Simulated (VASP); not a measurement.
Set up this calculation in VASP 6.6.1, as the native input.

```yaml
Task: density of states
Functional: PBE
Potentials_or_basis: VASP PAW PBE potentials, release 64 (Hg)
Cutoff: 400 eV
k_mesh: 14 × 14 × 14
Occupations: fermi-dirac, width 0.1 eV
Spin: no spin polarisation
Dipole_correction: no
k_mesh_for_the_DOS: 21 × 21 × 21
Occupations_for_the_DOS: tetrahedron
Further_INCAR_settings: ALGO = Normal; EDIFF = 1e-06; NBANDS = 12
```

Crystal: Hg.

```
CELL_PARAMETERS angstrom
-1.83560 1.83560 1.83560
1.83560 -1.83560 1.83560
1.83560 1.83560 -1.83560
ATOMIC_POSITIONS crystal
Hg 0.00000 0.00000 0.00000
```

This cell differs from its parent crystal: volume scaled by 0.85.

One way to write it, as run:

POSCAR

```
Hg
1.0
   -1.8355985296      1.8355985296      1.8355985296
    1.8355985296     -1.8355985296      1.8355985296
    1.8355985296      1.8355985296     -1.8355985296
Hg
1
Direct
    0.0000000000      0.0000000000      0.0000000000
```

INCAR.step1

```
SYSTEM = Hg
  ALGO = Normal
  EDIFF = 1E-6
  ENCUT = 400
  GGA = PE
  GGA_COMPAT = .False.
  ISIF = 2
  ISMEAR = -1
  LASPH = .True.
  LCHARG = .True.
  LORBIT = 11
  LREAL = .False.
  LWAVE = .False.
  NBANDS = 12
  NEDOS = 2001
  NELM = 120
  PREC = Accurate
  SIGMA = 0.1
```

KPOINTS.step1

```
k-points
0
Gamma
  14 14 14
  0 0 0
```

INCAR.step2

```
SYSTEM = Hg
  ALGO = Normal
  EDIFF = 1E-6
  ENCUT = 400
  GGA = PE
  GGA_COMPAT = .False.
  ICHARG = 11
  ISIF = 2
  ISMEAR = -5
  LASPH = .True.
  LCHARG = .False.
  LORBIT = 10
  LREAL = .False.
  LWAVE = .False.
  NBANDS = 12
  NEDOS = 2001
  NELM = 120
  PREC = Accurate
  SIGMA = 0.1
```

KPOINTS.step2

```
k-points
0
Gamma
  21 21 21
  0 0 0
```

Potentials or basis: VASP PAW PBE potentials, release 64 (Hg).

Run with:

```sh
$ cat potpaw_PBE.64/Hg/POTCAR > POTCAR
$ cp INCAR.step1 INCAR
$ cp KPOINTS.step1 KPOINTS
$ mpirun -np 1 vasp_std > vasp.out
$ cp INCAR.step2 INCAR
$ cp KPOINTS.step2 KPOINTS
$ mpirun -np 1 vasp_std > vasp.out
```

Results of the run:

| Quantity | Value |
| --- | --- |
| Valence electrons inside the program's atomic spheres | Hg 10.45 |

Caveat: spin-orbit coupling is left out, which moves the levels of the heavy elements.

It took 51 s on 1 thread of Intel Xeon 8259CL, on a shared host, peak memory 0.19 GiB.
